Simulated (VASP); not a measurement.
A run of VASP 6.6.1:

The input INCAR:

```
ALGO = Normal
EDIFF = 1E-6
ENCUT = 520
GGA = CA
ISIF = 2
ISMEAR = 0
LASPH = T
LCHARG = F
LREAL = F
LWAVE = F
NBANDS = 10
NELM = 60
PREC = Accurate
SIGMA = 0.15
```

Contents of KPOINTS:

```
k-points
0
Gamma
  22 22 22
```

Contents of POSCAR:

```
Ir
1.0
    0.0000000000      2.2813749792      1.4354411369
    2.2813749792      0.0000000000      1.4354411369
    2.2813749792      2.2813749792      0.0000000000
Ir
1
Direct
    0.0000000000      0.0000000000      0.0000000000
```

Potentials or basis: VASP PAW LDA potentials, release 64 (Ir).

Run with:

```sh
$ cat potpaw_LDA.64/Ir/POTCAR > POTCAR
$ mpirun -np 1 vasp_std > vasp.out
```

Hardware: 1 thread of AMD EPYC 9R45 96-Core Processor (Zen 5) (shared host).

How long does it take, and how much memory?

Wall time 45 s on 1 thread of AMD EPYC 9R45 96-Core Processor (Zen 5), on a shared host, peak memory 0.2 GiB. Counts: scf iterations 10, k points 834.
